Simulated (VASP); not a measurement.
# Ti12H in VASP: single point with PBE

Aim: the single point of Ti12H with PBE.

Everything below comes from runs of VASP 6.6.1. Logs are shortened: lines on timing, memory, paths and dates and some standing lists are left out, and cuts for length are marked.

## Step 1: The cell of the first run

The cell holds a slab with vacuum, 13 atoms: a = 5.815 Å, b = 5.815 Å, c = 19.306 Å, α = 90.00°, β = 90.00°, γ = 90.00°.

## Step 2: Single point, PBE

The input, INCAR:

```
SYSTEM = Ti12H
ALGO = Normal
DIPOL = 0.5 0.5 0.319
EDIFF = 1E-6
ENCUT = 400
GGA = PE
GGA_COMPAT = .False.
IDIPOL = 3
ISIF = 2
ISMEAR = 0
LASPH = .True.
LCHARG = .True.
LDIPOL = .True.
LELF = .True.
LREAL = .False.
LVACPOTAV = .True.
LVHAR = .True.
LWAVE = .False.
NBANDS = 84
NELM = 120
NELMDL = -8
PREC = Accurate
SIGMA = 0.1
```

The input, KPOINTS:

```
k-points
0
Gamma
  5 5 1
  0 0 0
```

The input, POSCAR:

```
Ti12H
1.0
    5.8150893848      0.0000000000      0.0000000000
    0.0000000000      5.8150893848      0.0000000000
    0.0000000000      0.0000000000     19.3059824399
Ti H
12 1
Direct
    0.2500000000      0.2500000000      0.2071896632
    0.2500000000      0.7500000000      0.2071896632
    0.7500000000      0.2500000000      0.2071896632
    0.7500000000      0.7500000000      0.2071896632
    0.0000000000      0.0000000000      0.3057583539
    0.0000000000      0.5000000000      0.3057583539
    0.5000000000      0.0000000000      0.3057583539
    0.5000000000      0.5000000000      0.3057583539
    0.2500000000      0.2500000000      0.4043297182
    0.2500000000      0.7500000000      0.4043297182
    0.7500000000      0.2500000000      0.4043297182
    0.7500000000      0.7500000000      0.4043297182
    0.3333333333      0.4166666667      0.4809628126
```

Potentials or basis: VASP PAW PBE potentials, release 64 (Ti_sv, H).

Launch:

```
$ cat potpaw_PBE.64/Ti_sv/POTCAR potpaw_PBE.64/H/POTCAR > POTCAR
$ mpirun -np 1 vasp_std > vasp.out
```

OUTCAR:

```text
SYSTEM = Ti12H
   EDIFF = 1E-6
   ENCUT = 400
   GGA = PE
   ISIF = 2
   ISMEAR = 0
   LASPH = .True.
   LREAL = .False.
   NELM = 120
   NELMDL = -8
   PREC = Accurate

 ion  position               nearest neighbor table
   1  0.250  0.250  0.207-   5 2.80   6 2.80   7 2.80   8 2.80   2 2.91   3 2.91   2 2.91   3 2.91

   2  0.250  0.750  0.207-   5 2.80   6 2.80   7 2.80   8 2.80   1 2.91   4 2.91   1 2.91   4 2.91

   3  0.750  0.250  0.207-   5 2.80   6 2.80   7 2.80   8 2.80   1 2.91   4 2.91   4 2.91   1 2.91
[... 15 lines left out ...]
  11  0.750  0.250  0.404-   5 2.80   6 2.80   7 2.80   8 2.80   9 2.91  12 2.91  12 2.91   9 2.91

  12  0.750  0.750  0.404-   5 2.80   6 2.80   7 2.80   8 2.80  10 2.91  11 2.91  11 2.91  10 2.91

  13  0.333  0.417  0.481-   9 1.83

  LATTYP: Found a simple tetragonal cell.
 ALAT       =     5.8150893848
 C/A-ratio  =     3.3199803412

  Lattice vectors:

 A1 = (   5.8150893848,   0.0000000000,   0.0000000000)
 A2 = (   0.0000000000,   5.8150893848,   0.0000000000)
 A3 = (   0.0000000000,   0.0000000000,  19.3059824399)

Analysis of symmetry for initial positions (statically):
=====================================================================
 Subroutine PRICEL returns:
 Original cell was already a primitive cell.

 Routine SETGRP: Setting up the symmetry group for a
 simple tetragonal supercell.

 Subroutine GETGRP returns: Found  1 space group operations
 (whereof  1 operations were pure point group operations)
 out of a pool of 16 trial point group operations.

The static configuration has the point symmetry C_1 .

Analysis of symmetry for dynamics (positions and initial velocities):
=====================================================================
 Subroutine PRICEL returns:
 Original cell was already a primitive cell.

 Routine SETGRP: Setting up the symmetry group for a
 simple tetragonal supercell.

 Subroutine GETGRP returns: Found  1 space group operations
 (whereof  1 operations were pure point group operations)
 out of a pool of 16 trial point group operations.

The dynamic configuration has the point symmetry C_1 .

 Subroutine INISYM returns: Found  1 space group operations
 (whereof  1 operations are pure point group operations),
 and found     1 'primitive' translations

----------------------------------------------------------------------------------------

                                     Primitive cell

  volume of cell :     652.8369

  direct lattice vectors                    reciprocal lattice vectors
     5.815089385  0.000000000  0.000000000     0.171966402  0.000000000  0.000000000
     0.000000000  5.815089385  0.000000000     0.000000000  0.171966402  0.000000000
     0.000000000  0.000000000 19.305982440     0.000000000  0.000000000  0.051797416

  length of vectors
     5.815089385  5.815089385 19.305982440     0.171966402  0.171966402  0.051797416

  position of ions in fractional coordinates (direct lattice)
     0.250000000  0.250000000  0.207189663
     0.250000000  0.750000000  0.207189663
     0.750000000  0.250000000  0.207189663
     0.750000000  0.750000000  0.207189663
     0.000000000  0.000000000  0.305758354
     0.000000000  0.500000000  0.305758354
     0.500000000  0.000000000  0.305758354
     0.500000000  0.500000000  0.305758354
     0.250000000  0.250000000  0.404329718
     0.250000000  0.750000000  0.404329718
     0.750000000  0.250000000  0.404329718
     0.750000000  0.750000000  0.404329718
     0.333333333  0.416666667  0.480962813

  ion indices of the primitive-cell ions
   primitive index   ion index
                 1           1
                 2           2
                 3           3
                 4           4
                 5           5
                 6           6
                 7           7
                 8           8
                 9           9
                10          10
                11          11
                12          12
                13          13

----------------------------------------------------------------------------------------

 KPOINTS: k-points

Automatic generation of k-mesh.
 Grid dimensions read from file:
 generate k-points for:    5    5    1

 Generating k-lattice:

  Cartesian coordinates                     Fractional coordinates (reciprocal lattice)
     0.034393280  0.000000000  0.000000000     0.200000000  0.000000000  0.000000000
     0.000000000  0.034393280  0.000000000     0.000000000  0.200000000  0.000000000
     0.000000000  0.000000000  0.051797416     0.000000000  0.000000000  1.000000000

  Length of vectors
     0.034393280  0.034393280  0.051797416

  Shift w.r.t. Gamma in fractional coordinates (k-lattice)
     0.000000000  0.000000000  0.000000000

 Subroutine IBZKPT returns following result:
 ===========================================

 Found     13 irreducible k-points:

 Following reciprocal coordinates:
            Coordinates               Weight
  0.000000  0.000000  0.000000      1.000000
  0.200000  0.000000  0.000000      2.000000
  0.000000  0.200000  0.000000      2.000000
  0.400000  0.000000  0.000000      2.000000
  0.000000  0.400000  0.000000      2.000000
  0.200000  0.200000  0.000000      2.000000
 -0.200000  0.200000  0.000000      2.000000
  0.400000  0.200000  0.000000      2.000000
 -0.200000  0.400000  0.000000      2.000000
 -0.400000  0.200000  0.000000      2.000000
  0.200000  0.400000  0.000000      2.000000
  0.400000  0.400000  0.000000      2.000000
 -0.400000  0.400000  0.000000      2.000000
   k-points           NKPTS =     13   k-points in BZ     NKDIM =     13   number of bands    NBANDS=     84
   number of dos      NEDOS =    301   number of ions     NIONS =     13
   total plane-waves  NPLWV = 201600
   dimension x,y,z NGX =    40 NGY =   40 NGZ =  126
   dimension x,y,z NGXF=    80 NGYF=   80 NGZF=  252
   ions per type =              12   1
   NGX,Y,Z   is equivalent  to a cutoff of  11.44, 11.44, 10.85 a.u.
   NGXF,Y,Z  is equivalent  to a cutoff of  22.87, 22.87, 21.70 a.u.
 SYSTEM =  Ti12H
   PREC   = accura    normal or accurate (medium, high low for compatibility)
   ISTART =      0    job   : 0-new  1-cont  2-samecut
   ICHARG =      2    charge: 1-file 2-atom 10-const
   ISPIN  =      1    spin polarized calculation?
   LNONCOLLINEAR =      F non collinear calculations
   LSORBIT =      F    spin-orbit coupling
   LASPH  =      T    aspherical Exc in radial PAW
   ENCUT  =  400.0 eV  29.40 Ry    5.42 a.u.   9.48  9.48 31.48*2*pi/ulx,y,z
   NELM   =    120;   NELMIN=  2; NELMDL= -8     # of ELM steps
   EDIFF  = 0.1E-05   stopping-criterion for ELM
   LREAL  =      F    real-space projection
   EDIFFG = 0.1E-04   stopping-criterion for IOM
   NSW    =      0    number of steps for IOM
   IBRION =     -1    ionic relax: 0-MD 1-quasi-New 2-CG
   NFREE  =      0    steps in history (QN), initial steepest desc. (CG)
   ISIF   =      2    stress and relaxation
   ISYM   =      2    0-nonsym 1-usesym 2-fastsym
   POTIM  = 0.5000    time-step for ionic-motion
   TEBEG  =    0.0;   TEEND  =   0.0 temperature during run
   PSTRESS=    0.0 pullay stress
   NELECT =     145.0000    total number of electrons
   NUPDOWN=      -1.0000    fix difference up-down
   EMIN   =  10.00;   EMAX   =-10.00  energy-range for DOS
   EFERMI =   0.00;   METHOD = LEGACY
   ISMEAR =     0;   SIGMA  =   0.10  broadening in eV -4-tet -1-fermi 0-gaus
   EFERMI_NEDOS =   21; number of points for ismear=-14 and -15
   IALGO  =     38    algorithm
   IMIX   =      4    mixing-type and parameters
     AMIX     =   0.40;   BMIX     =  1.00
     AMIX_MAG =   1.60;   BMIX_MAG =  1.00
  volume/ion in A,a.u.               =      50.22       338.89
  Fermi-wavevector in a.u.,A,eV,Ry     =   0.991431  1.873533 13.373655  0.982936
  Thomas-Fermi vector in A             =   2.123172
   LORBIT       =      0    0 simple, 1 ext, 2 COOP (PROOUT), +10 PAW based schemes
   GGA     = PE    functional components
   LHFCALC =     F    Hartree Fock is set to
   AEXX    =    0.0000 exact exchange contribution
   IVDW    =     0    specifies the selected vdW correction
   LEPSILON=     F    determine dielectric tensor
   LRPA    =     F    only Hartree local field effects (RPA)
 non-spin polarized calculation
 Gauss-broadening in eV      SIGMA  =   0.10
  energy-cutoff  :      400.00
  volume of cell :      652.84
 maximum number of plane-waves:     11891
 NGX is ok and might be reduce to    40
   NGX = 19   NGY = 19   NGZ = 63

 dipolmoment           0.000000      0.000000     -0.073878 electrons x Angstroem

 number of electron     145.0000085 magnetization

 dipolmoment           0.000000      0.000000      0.069527 electrons x Angstroem

 Free energy of the ion-electron system (eV)
  ---------------------------------------------------
  ext. energy  EPLUGINS =         0.00000000
  ---------------------------------------------------
  free energy    TOTEN  =       -90.20454484 eV

  energy without entropy =      -90.06632113  energy(sigma->0) =      -90.13543298

 E-fermi :   0.0630     XC(G=0):  -4.7329

 val. band max:        0.0293472071   @ k =   0.4000   0.2000   0.0000
 cond. band min:       0.0767929484   @ k =   0.0000   0.0000   0.0000
 fundamental gap:      0.0474457413
 Fermi energy:         0.0629669874

 k-point     1 :       0.0000    0.0000    0.0000
  band No.  band energies     occupation
      1     -56.7711      2.00000
      2     -56.7299      2.00000
      3     -56.7253      2.00000
      4     -56.7057      2.00000
      5     -56.6767      2.00000
      6     -56.6756      2.00000
[... 1120 lines left out ...]
     83       0.9653      0.00000
     84       1.0069      0.00000

------------------------ aborting loop because EDIFF is reached ----------------------------------------

  FORCE on cell =-STRESS in cart. coord.  units (eV):
  Direction    XX          YY          ZZ          XY          YZ          ZX
  --------------------------------------------------------------------------------------
  -------------------------------------------------------------------------------------
  Total       -6.4976173     -6.6569469     -0.5230366      0.2248577      0.8751801      0.2481993
  in kB      -15.9463032    -16.3373262     -1.2836243      0.5518406      2.1478469      0.6091250
  external PRESSURE =     -11.1890846 kB  Pullay stress =       0.0000000 kB

 VOLUME and BASIS-vectors are now :
 -----------------------------------------------------------------------------
  energy-cutoff  :      400.00
  volume of cell :      652.84
      direct lattice vectors                 reciprocal lattice vectors
     5.815089385  0.000000000  0.000000000     0.171966402  0.000000000  0.000000000
     0.000000000  5.815089385  0.000000000     0.000000000  0.171966402  0.000000000
     0.000000000  0.000000000 19.305982440     0.000000000  0.000000000  0.051797416

 POSITION                                       TOTAL-FORCE (eV/Angst)
 -----------------------------------------------------------------------------------
      1.45377      1.45377      4.00000        -0.006132     -0.008712     -0.028506
      1.45377      4.36132      4.00000         0.002782      0.014465      0.010375
      4.36132      1.45377      4.00000         0.004936     -0.000950      0.025022
      4.36132      4.36132      4.00000        -0.001526      0.005316      0.051487
      0.00000      0.00000      5.90297        -0.067335     -0.034504     -0.159965
      0.00000      2.90754      5.90297        -0.084246      0.067791     -0.050203
      2.90754      0.00000      5.90297         0.120314     -0.068824     -0.086493
      2.90754      2.90754      5.90297         0.064055      0.029296     -0.202679
      1.45377      1.45377      7.80598        -0.132151      0.079867     -0.075455
      1.45377      4.36132      7.80598         0.032372     -0.766591      0.475597
      4.36132      1.45377      7.80598        -0.212934     -0.052943      0.135303
      4.36132      4.36132      7.80598         0.068303      0.124700     -0.076295
      1.93836      2.42295      9.28546         0.211561      0.611089     -0.018188
 -----------------------------------------------------------------------------------
    total drift:                                0.000030     -0.000038      0.001487

  FREE ENERGIE OF THE ION-ELECTRON SYSTEM (eV)
  ---------------------------------------------------
  free  energy   TOTEN  =       -90.2045448366 eV

  energy  without entropy=      -90.0663211283  energy(sigma->0) =      -90.13543298

 vacuum level on the upper side and lower side of the slab         4.252         3.879
```

Wall time 35 min (1 thread of Intel Xeon Platinum 8259CL at 2.50GHz (Skylake/Cascade Lake), shared host); peak memory 0.68 GiB.

What came out:

```yaml
Free_energy: -90.2045 eV
Largest_force: 0.903 eV/Å
Band_gap_on_the_k_mesh: zero (an odd number of electrons rules out a gap without spin polarisation)
```

Forces in eV/Å, atoms in the order of the input:
```
Ti  -0.006 -0.009 -0.029
Ti   0.003  0.014  0.010
Ti   0.005 -0.001  0.025
Ti  -0.002  0.005  0.051
Ti  -0.067 -0.035 -0.160
Ti  -0.084  0.068 -0.050
Ti   0.120 -0.069 -0.086
Ti   0.064  0.029 -0.203
Ti  -0.132  0.080 -0.075
Ti   0.032 -0.767  0.476
Ti  -0.213 -0.053  0.135
Ti   0.068  0.125 -0.076
H    0.212  0.611 -0.018
```

Levels at points of the mesh, in eV from the Fermi level:
```
           k point  band 68  band 69  band 70  band 71  band 72  band 73  band 74  band 75  band 76  band 77
(0.00, 0.00, 0.00)    -0.14    -0.14    -0.05    -0.04     0.01     0.02     0.05     0.69     0.77     0.84
```
